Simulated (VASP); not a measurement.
## MnSn2: single point with PBEsol

MnSn2:

```
Mn Sn
1.0
    -3.32300    3.32300    2.71250
     3.32300   -3.32300    2.71250
     3.32300    3.32300   -2.71250
Mn Sn
2 4
Direct
  0.75000 0.75000 0.00000
  0.25000 0.25000 0.00000
  0.15900 0.65900 0.81800
  0.65900 0.84100 0.50000
  0.84100 0.34100 0.18200
  0.34100 0.15900 0.50000
```

* Program: VASP 6.6.1
* Task: single point
* Functional: PBEsol
* Potentials or basis: VASP PAW PBE potentials, release 64 (Mn_pv, Sn_d)
* Cutoff: 500 eV
* k mesh: 8 × 8 × 8
* Occupations: gaussian, width 0.1 eV
* Spin: collinear spin
* Starting moments: [0.97, 0.97, -0.07, -0.07, -0.07, -0.07] μB
* Fixed moment: 1.25 μB

| Quantity | Value |
| --- | --- |
| Pressure | -9.3 GPa |
| Largest force | 0.371 eV/Å |
| Net moment | 1.25 μB per cell |
| Site moments | Mn +0.88; Sn -0.08 μB |
| Valence electrons inside the program's atomic spheres | Mn 11.65; Sn 12.27 |

Forces in eV/Å, atoms in the order of the input:
```
Mn   0.000  0.000  0.000
Mn   0.000  0.000  0.000
Sn   0.263  0.263  0.000
Sn  -0.263  0.263  0.000
Sn  -0.263 -0.263  0.000
Sn   0.263 -0.263  0.000
```

Stress tensor (GPa, compression positive):
```
 -8.84   0.00   0.00
  0.00  -8.84   0.00
  0.00   0.00 -10.37
```

Wall time 4.9 min on 4 MPI ranks on Intel(R) Xeon(R) Platinum 8259CL CPU @ 2.50GHz (Skylake/Cascade Lake), on a shared host, peak memory 0.63 GiB a rank.

Caveat: the cell stands under tension; the PAW data sets were made with another functional, which shifts forces and pressure a little; the total moment is fixed, so each spin has its own Fermi level and the state may be an excited one.
